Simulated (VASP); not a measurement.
Set up this calculation in VASP 6.6.1, as the native input.

```
Task                   : single point
Functional             : PBEsol
Potentials or basis    : VASP PAW PBE potentials, release 64 (Re)
Cutoff                 : 520 eV
k mesh                 : 18 × 18 × 10
Occupations            : gaussian, width 0.15 eV
Spin                   : no spin polarisation
Dipole correction      : no
Further INCAR settings : ALGO = Normal; EDIFF = 1e-07; NBANDS = 14
```

The structure of Re lies in POSCAR:

```
Re
1.0
    2.8878000000      0.0000000000      0.0000000000
   -1.4439000000      2.5009081610      0.0000000000
    0.0000000000      0.0000000000      4.4432902328
Re
2
Direct
    0.3333333333      0.6666666667      0.2500000000
    0.6666666667      0.3333333333      0.7500000000
```

One way to write it, as run:

INCAR

```
SYSTEM = Re
PREC     = Accurate       ! precision mode
ENCUT    = 520            ! plane-wave cutoff, eV
EDIFF    = 1E-7           ! SCF threshold, eV
ISMEAR   = 0              ! smearing method
SIGMA    = 0.15           ! smearing width, eV
LREAL    = .False.        ! projectors in reciprocal space
LASPH    = .True.         ! aspherical terms in the spheres
NELM     = 60             ! most SCF steps
ALGO     = Normal         ! electronic algorithm
ISIF     = 2              ! what is computed and relaxed
LWAVE    = .False.        ! write WAVECAR
LCHARG   = .False.        ! write CHGCAR
GGA      = PS             ! functional
NBANDS   = 14             ! bands
```

KPOINTS

```
regular mesh
0
Gamma
  18 18 10
  0 0 0
```

Potentials or basis: VASP PAW PBE potentials, release 64 (Re).

Launch:

```console
$ cat potpaw_PBE.64/Re/POTCAR > POTCAR
$ mpirun -np 1 vasp_std > vasp.out
```

It gave:

The pressure is -30.4 GPa and the band gap on the k mesh is zero (bands 7 and 8 overlap by 2.94 eV).

Caveat: the cell stands under tension; the PAW data sets were made with another functional, which shifts forces and pressure a little; spin-orbit coupling is left out, which moves the levels of the heavy elements.

It took 41 s on 1 thread of Intel(R) Xeon(R) 6975P-C (Granite Rapids), on a shared host, peak memory 0.22 GiB.
